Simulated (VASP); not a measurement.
# LiH (Fm-3m) in VASP: notebook

LiH is run at these levels: PBE; tasks: single point.

All numbers are computed with VASP 6.6.1; they aren't measurements. Logs are shortened: lines on timing, memory, paths and dates and some standing lists are left out, and cuts for length are marked.

### 1 The cell of the first run

It takes space group Fm-3m (No. 225, cubic). Conventional cell: a = 3.997 Å, b = 3.997 Å, c = 3.997 Å, α = 90.00°, β = 90.00°, γ = 90.00°. Within 2.6 Å of Li (site symmetry m-3m) lie 6 H at 2.00 Å. H (site symmetry m-3m) has 6 Li at 2.00 Å within 2.6 Å.

### 2 Single point, PBE

Contents of INCAR:

```
ALGO = Normal
EDIFF = 1E-7
ENCUT = 520
GGA = PE
ISIF = 2
ISMEAR = 0
LASPH = T
LCHARG = F
LREAL = F
LWAVE = F
NBANDS = 9
NELM = 80
PREC = Accurate
SIGMA = 0.01
```

Contents of KPOINTS:

```
k-points
0
Gamma
  8 8 8
```

Contents of POSCAR:

```
LiH
1.0
    0.0000000000      1.9984726907      1.9984726907
    1.9984726907      0.0000000000      1.9984726907
    1.9984726907      1.9984726907      0.0000000000
Li H
1 1
Direct
    0.0000000000      0.0000000000      0.0000000000
    0.5000000000      0.5000000000      0.5000000000
```

Potentials or basis: VASP PAW PBE potentials, release 64 (Li_sv, H).

Launch:

```console
$ cat potpaw_PBE.64/Li_sv/POTCAR potpaw_PBE.64/H/POTCAR > POTCAR
$ mpirun -np 1 vasp_std > vasp.out
```

OUTCAR:

```text
EDIFF = 1E-7
   ENCUT = 520
   GGA = PE
   ISIF = 2
   ISMEAR = 0
   LASPH = T
   LREAL = F
   NELM = 80
   PREC = Accurate

 ion  position               nearest neighbor table
   1  0.000  0.000  0.000-
   2  0.500  0.500  0.500-

  LATTYP: Found a face centered cubic cell.
 ALAT       =     3.9969453814

  Lattice vectors:

 A1 = (   0.0000000000,   1.9984726907,   1.9984726907)
 A2 = (   1.9984726907,   0.0000000000,   1.9984726907)
 A3 = (   1.9984726907,   1.9984726907,   0.0000000000)

Analysis of symmetry for initial positions (statically):
=====================================================================
 Subroutine PRICEL returns:
 Original cell was already a primitive cell.

 Routine SETGRP: Setting up the symmetry group for a
 face centered cubic supercell.

 Subroutine GETGRP returns: Found 48 space group operations
 (whereof 48 operations were pure point group operations)
 out of a pool of 48 trial point group operations.

The static configuration has the point symmetry O_h .

Analysis of symmetry for dynamics (positions and initial velocities):
=====================================================================
 Subroutine PRICEL returns:
 Original cell was already a primitive cell.

 Routine SETGRP: Setting up the symmetry group for a
 face centered cubic supercell.

 Subroutine GETGRP returns: Found 48 space group operations
 (whereof 48 operations were pure point group operations)
 out of a pool of 48 trial point group operations.

The dynamic configuration has the point symmetry O_h .

 Subroutine INISYM returns: Found 48 space group operations
 (whereof 48 operations are pure point group operations),
 and found     1 'primitive' translations

----------------------------------------------------------------------------------------

                                     Primitive cell

  volume of cell :      15.9634

  direct lattice vectors                    reciprocal lattice vectors
     0.000000000  1.998472691  1.998472691    -0.250191060  0.250191060  0.250191060
     1.998472691  0.000000000  1.998472691     0.250191060 -0.250191060  0.250191060
     1.998472691  1.998472691  0.000000000     0.250191060  0.250191060 -0.250191060

  length of vectors
     2.826267183  2.826267183  2.826267183     0.433343627  0.433343627  0.433343627

  position of ions in fractional coordinates (direct lattice)
     0.000000000  0.000000000  0.000000000
     0.500000000  0.500000000  0.500000000

  ion indices of the primitive-cell ions
   primitive index   ion index
                 1           1
                 2           2

----------------------------------------------------------------------------------------

 KPOINTS: k-points

Automatic generation of k-mesh.
 Grid dimensions read from file:
 generate k-points for:    8    8    8

 Generating k-lattice:

  Cartesian coordinates                     Fractional coordinates (reciprocal lattice)
    -0.031273882  0.031273882  0.031273882     0.125000000  0.000000000  0.000000000
     0.031273882 -0.031273882  0.031273882     0.000000000  0.125000000  0.000000000
     0.031273882  0.031273882 -0.031273882     0.000000000  0.000000000  0.125000000

  Length of vectors
     0.054167953  0.054167953  0.054167953

  Shift w.r.t. Gamma in fractional coordinates (k-lattice)
     0.000000000  0.000000000  0.000000000

 Subroutine IBZKPT returns following result:
 ===========================================

 Found     29 irreducible k-points:

 Following reciprocal coordinates:
            Coordinates               Weight
  0.000000  0.000000  0.000000      1.000000
  0.125000  0.000000  0.000000      8.000000
  0.250000  0.000000  0.000000      8.000000
  0.375000  0.000000  0.000000      8.000000
  0.500000  0.000000  0.000000      4.000000
  0.125000  0.125000  0.000000      6.000000
[... 16 lines left out ...]
  0.500000  0.250000  0.125000     48.000000
 -0.375000  0.250000  0.125000     24.000000
 [... further k-points ...]
   k-points           NKPTS =     29   k-points in BZ     NKDIM =     29   number of bands    NBANDS=      9
   number of dos      NEDOS =    301   number of ions     NIONS =      2
   total plane-waves  NPLWV =  13824
   dimension x,y,z NGX =    24 NGY =   24 NGZ =   24
   dimension x,y,z NGXF=    48 NGYF=   48 NGZF=   48
   ions per type =               1   1
   NGX,Y,Z   is equivalent  to a cutoff of  14.12, 14.12, 14.12 a.u.
   NGXF,Y,Z  is equivalent  to a cutoff of  28.23, 28.23, 28.23 a.u.
 SYSTEM =  unknown system
   PREC   = accura    normal or accurate (medium, high low for compatibility)
   ISTART =      0    job   : 0-new  1-cont  2-samecut
   ICHARG =      2    charge: 1-file 2-atom 10-const
   ISPIN  =      1    spin polarized calculation?
   LNONCOLLINEAR =      F non collinear calculations
   LSORBIT =      F    spin-orbit coupling
   LASPH  =      T    aspherical Exc in radial PAW
   ENCUT  =  520.0 eV  38.22 Ry    6.18 a.u.   5.25  5.25  5.25*2*pi/ulx,y,z
   NELM   =     80;   NELMIN=  2; NELMDL= -5     # of ELM steps
   EDIFF  = 0.1E-06   stopping-criterion for ELM
   LREAL  =      F    real-space projection
   EDIFFG = 0.1E-05   stopping-criterion for IOM
   NSW    =      0    number of steps for IOM
   IBRION =     -1    ionic relax: 0-MD 1-quasi-New 2-CG
   NFREE  =      0    steps in history (QN), initial steepest desc. (CG)
   ISIF   =      2    stress and relaxation
   ISYM   =      2    0-nonsym 1-usesym 2-fastsym
   POTIM  = 0.5000    time-step for ionic-motion
   TEBEG  =    0.0;   TEEND  =   0.0 temperature during run
   PSTRESS=    0.0 pullay stress
   NELECT =       4.0000    total number of electrons
   NUPDOWN=      -1.0000    fix difference up-down
   EMIN   =  10.00;   EMAX   =-10.00  energy-range for DOS
   EFERMI =   0.00;   METHOD = LEGACY
   ISMEAR =     0;   SIGMA  =   0.01  broadening in eV -4-tet -1-fermi 0-gaus
   EFERMI_NEDOS =   21; number of points for ismear=-14 and -15
   IALGO  =     38    algorithm
   IMIX   =      4    mixing-type and parameters
     AMIX     =   0.40;   BMIX     =  1.00
     AMIX_MAG =   1.60;   BMIX_MAG =  1.00
  volume/ion in A,a.u.               =       7.98        53.86
  Fermi-wavevector in a.u.,A,eV,Ry     =   1.032096  1.950378 14.493217  1.065221
  Thomas-Fermi vector in A             =   2.166276
   LORBIT       =      0    0 simple, 1 ext, 2 COOP (PROOUT), +10 PAW based schemes
   GGA     = PE    functional components
   LHFCALC =     F    Hartree Fock is set to
   AEXX    =    0.0000 exact exchange contribution
   IVDW    =     0    specifies the selected vdW correction
   LEPSILON=     F    determine dielectric tensor
   LRPA    =     F    only Hartree local field effects (RPA)
 non-spin polarized calculation
 Gauss-broadening in eV      SIGMA  =   0.01
  energy-cutoff  :      520.00
  volume of cell :       15.96
 maximum number of plane-waves:       445
 NGX is ok and might be reduce to    24
   NGX = 11   NGY = 11   NGZ = 11

 number of electron       3.9999996 magnetization

 Free energy of the ion-electron system (eV)
  ---------------------------------------------------
  ext. energy  EPLUGINS =         0.00000000
  ---------------------------------------------------
  free energy    TOTEN  =        -6.12682818 eV

  energy without entropy =       -6.12682818  energy(sigma->0) =       -6.12682818

 E-fermi :   0.2688     XC(G=0):  -8.5395

 val. band max:        0.1322594344   @ k =   0.5000   0.5000   0.0000
 cond. band min:       3.1049627662   @ k =   0.5000   0.5000   0.0000
 fundamental gap:      2.9727033318
 Fermi energy:         0.2687906480

 k-point     1 :       0.0000    0.0000    0.0000
  band No.  band energies     occupation
      1     -44.1506      2.00000
      2      -5.3341      2.00000
      3      16.3393      0.00000
      4      18.1121      0.00000
      5      18.1121      0.00000
      6      18.1121      0.00000
      7      22.8437      0.00000
      8      22.8437      0.00000
      9      22.8437      0.00000

 k-point     2 :       0.1250    0.0000    0.0000
  band No.  band energies     occupation
      1     -44.1438      2.00000
      2      -5.0579      2.00000
      3      14.0810      0.00000
      4      16.7862      0.00000
      5      17.5557      0.00000
      6      17.5557      0.00000
      7      22.3850      0.00000
      8      24.0389      0.00000
      9      24.0389      0.00000

 k-point     3 :       0.2500    0.0000    0.0000
  band No.  band energies     occupation
      1     -44.1268      2.00000
      2      -4.2667      2.00000
      3       9.9055      0.00000
      4      15.2831      0.00000
      5      16.8549      0.00000
      6      16.8549      0.00000
      7      22.3979      0.00000
      8      22.3979      0.00000
      9      23.8470      0.00000

 k-point     4 :       0.3750    0.0000    0.0000
  band No.  band energies     occupation
      1     -44.1098      2.00000
      2      -3.1668      2.00000
      3       6.5087      0.00000
      4      14.2387      0.00000
      5      16.6396      0.00000
      6      16.6396      0.00000
      7      20.1959      0.00000
      8      20.1959      0.00000
      9      26.0827      0.00000

 k-point     5 :       0.5000    0.0000    0.0000
  band No.  band energies     occupation
      1     -44.1029      2.00000
      2      -2.5212      2.00000
      3       5.0745      0.00000
      4      13.8692      0.00000
      5      16.7132      0.00000
      6      16.7132      0.00000
      7      19.2959      0.00000
      8      19.2959      0.00000
      9      27.5990      0.00000

 k-point     6 :       0.1250    0.1250    0.0000
  band No.  band energies     occupation
      1     -44.1415      2.00000
      2      -4.9591      2.00000
      3      14.5008      0.00000
      4      15.8639      0.00000
      5      15.8639      0.00000
      6      18.9712      0.00000
      7      19.4197      0.00000
      8      24.9379      0.00000
      9      26.0401      0.00000
[... 169 lines left out ...]
 k-point    21 :       0.5000    0.5000    0.0000
  band No.  band energies     occupation
      1     -44.0884      2.00000
      2       0.1323      2.00000
      3       3.1050      0.00000
      4      10.9893      0.00000
      5      10.9893      0.00000
      6      14.1634      0.00000
      7      17.5280      0.00000
      8      35.0990      0.00000
      9      35.0990      0.00000

 k-point    22 :       0.3750    0.2500    0.1250
  band No.  band energies     occupation
      1     -44.1144      2.00000
      2      -3.4922      2.00000
      3       9.7584      0.00000
      4      10.4941      0.00000
      5      14.4278      0.00000
      6      17.8878      0.00000
      7      20.3617      0.00000
      8      24.0669      0.00000
      9      27.9258      0.00000

 k-point    23 :       0.5000    0.2500    0.1250
  band No.  band energies     occupation
      1     -44.1009      2.00000
      2      -2.3188      2.00000
      3       6.7162      0.00000
      4       9.3107      0.00000
      5      13.7549      0.00000
      6      17.0500      0.00000
      7      22.5694      0.00000
      8      24.6195      0.00000
      9      27.3815      0.00000

 k-point    24 :      -0.3750    0.2500    0.1250
  band No.  band energies     occupation
      1     -44.0954      2.00000
      2      -1.6009      2.00000
      3       5.2374      0.00000
      4       9.0154      0.00000
      5      13.5046      0.00000
      6      16.6401      0.00000
      7      23.3205      0.00000
      8      26.3994      0.00000
      9      27.6148      0.00000

 [... further k-points ...]

------------------------ aborting loop because EDIFF is reached ----------------------------------------

  FORCE on cell =-STRESS in cart. coord.  units (eV):
  Direction    XX          YY          ZZ          XY          YZ          ZX
  --------------------------------------------------------------------------------------
  -------------------------------------------------------------------------------------
  Total        0.0029260      0.0029260      0.0029260     -0.0000000      0.0000000     -0.0000000
  in kB        0.2936743      0.2936743      0.2936743     -0.0000000      0.0000000     -0.0000000
  external PRESSURE =       0.2936743 kB  Pullay stress =       0.0000000 kB

 VOLUME and BASIS-vectors are now :
 -----------------------------------------------------------------------------
  energy-cutoff  :      520.00
  volume of cell :       15.96
      direct lattice vectors                 reciprocal lattice vectors
     0.000000000  1.998472691  1.998472691    -0.250191060  0.250191060  0.250191060
     1.998472691  0.000000000  1.998472691     0.250191060 -0.250191060  0.250191060
     1.998472691  1.998472691  0.000000000     0.250191060  0.250191060 -0.250191060

 POSITION                                       TOTAL-FORCE (eV/Angst)
 -----------------------------------------------------------------------------------
      0.00000      0.00000      0.00000         0.000000      0.000000     -0.000000
      1.99847      1.99847      1.99847        -0.000000     -0.000000      0.000000
 -----------------------------------------------------------------------------------
    total drift:                                0.000000     -0.000000     -0.000000

  FREE ENERGIE OF THE ION-ELECTRON SYSTEM (eV)
  ---------------------------------------------------
  free  energy   TOTEN  =        -6.1268281808 eV

  energy  without entropy=       -6.1268281808  energy(sigma->0) =       -6.12682818
```

Wall time 3.1 s (1 thread of Intel Xeon Platinum 8488C (Sapphire Rapids), shared host); peak memory 0.13 GiB.

Results:

```yaml
Free_energy: -6.1268 eV
Band_gap_on_the_k_mesh: 2.97 eV, direct
```

Levels at points of the mesh, in eV from the valence-band top:
```
           k point  band 1  band 2  band 3  band 4  band 5  band 6
(0.00, 0.00, 0.00)  -44.28   -5.47   16.21   17.98   17.98   17.98
(0.50, 0.00, 0.00)  -44.24   -2.65    4.94   13.74   16.58   16.58
(0.50, 0.50, 0.00)  -44.22    0.00    2.97   10.86   10.86   14.03
```

Caveat: the cutoff is under 1.25 times the usual one of these potentials, so pressure, stress and relaxed cells hold a basis-set (Pulay) error. PBE gaps usually lie below the measured ones, often by a third to a half.

### 3 Single point, PBE

Contents of INCAR:

```
SYSTEM = LiH
ALGO = Normal
EDIFF = 1E-6
ENCUT = 520
GGA = PE
ISIF = 2
ISMEAR = 0
LASPH = .TRUE.
LCHARG = .FALSE.
LREAL = .FALSE.
LWAVE = .FALSE.
NBANDS = 9
NELM = 60
PREC = Accurate
SIGMA = 0.01
```

Contents of KPOINTS:

```
k-points
0
G
  8 8 8
  0 0 0
```

POSCAR is that of step 2.

Potentials or basis: VASP PAW PBE potentials, release 64 (Li_sv, H).

Launch:

```console
$ cat potpaw_PBE.64/Li_sv/POTCAR potpaw_PBE.64/H/POTCAR > POTCAR
$ mpirun -np 1 vasp_std > vasp.out
```

It took 2.7 s on 1 thread of Intel Xeon Platinum 8488C (Sapphire Rapids), shared host; peak memory 0.13 GiB.

It converged, with:

- Free energy: -6.1268 eV
- Band gap on the k mesh: 2.97 eV, direct

Levels at points of the mesh, in eV from the valence-band top:
| k point | band 1 | band 2 | band 3 | band 4 | band 5 | band 6 |
| --- | --- | --- | --- | --- | --- | --- |
| (0.00, 0.00, 0.00) | -44.28 | -5.47 | 16.21 | 17.98 | 17.98 | 17.98 |
| (0.50, 0.00, 0.00) | -44.24 | -2.65 | 4.94 | 13.74 | 16.58 | 16.58 |
| (0.50, 0.50, 0.00) | -44.22 | 0.00 | 2.97 | 10.86 | 10.86 | 14.03 |

Caveat: the cutoff is under 1.25 times the usual one of these potentials, so pressure, stress and relaxed cells hold a basis-set (Pulay) error.
